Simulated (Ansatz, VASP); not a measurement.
# One calculation of W, two programs

INCAR

```
SYSTEM = W
ALGO = Fast
EDIFF = 1E-7
ENCUT = 520
ISIF = 2
ISMEAR = 0
LASPH = .True.
LCHARG = .False.
LREAL = .False.
LWAVE = .False.
NBANDS = 13
NELM = 60
PREC = Accurate
SIGMA = 0.15
```

KPOINTS

```
k-points
0
Gamma
  20 20 20
  0 0 0
```

The input POSCAR:

```
W
1.0
   -0.2234788632      1.9864787842      1.6885069666
    1.7629999210      0.0000000000      1.4650281033
    1.9864787842      1.9864787842     -0.2234788632
W
1
Direct
    0.0000000000      0.0000000000      0.0000000000
```

Input for Ansatz:

```yaml
crystal:
  lattice:
    - [-0.2234788632, 1.9864787842, 1.6885069666]
    - [1.762999921, 0.0, 1.4650281033]
    - [1.9864787842, 1.9864787842, -0.2234788632]
  atoms:
    - { symbol: W, position: [0.0, 0.0, 0.0] }
basis:
  ecutwfc: 420
kpoints:
  mp_grid: { grid: [20, 20, 20] }
hamiltonian:
  xc: lda
  pseudopotentials: { kind: paw, azcp: { folder: soft_1 } }
scf:
  occupations: { method: gaussian, width: 0.15 }
output:
  forces: true
  stress: true
  eigenvalues: true
```

Change from the starting cell: engineering shear strain xz -0.2250, normal strain along z -0.1500.

Alike in both runs: task single point; functional LDA; k mesh 20 × 20 × 20; occupations gaussian, width 0.15 eV; no spin polarisation.

|  | VASP | Ansatz |
| --- | --- | --- |
| version | VASP 6.6.1 | Ansatz 0.2.0 |
| potentials or method | VASP PAW LDA potentials, release 64 (W_sv), cutoff 520 eV | scalar-relativistic, plane waves, PAW |
| valence electrons in the cell | 14 | 14 |

Ansatz gave:

- gap on the k mesh at the Fermi level (eV): none
- pressure (GPa): 94.1
- traceless stress, the component that is largest in VASP (GPa): 66.83

Question: Which values does VASP return?

Answer: gap on the k mesh at the Fermi level (eV): none; pressure (GPa): 99.2; traceless stress, the component that is largest in VASP (GPa): 69.88.

Ansatz warns that its potentials were made for another functional, while VASP's fit it. LDA's correlation is that of Perdew and Zunger in VASP and of Perdew and Wang (1992) in Ansatz. A gap of «none» marks a metal or a gap that the smearing closes. Both programs put the cell under a high pressure, so it lies far from rest at this level.

Neither program's run includes spin-orbit coupling. Noted on VASP's run: the cell as given lies far from equilibrium.
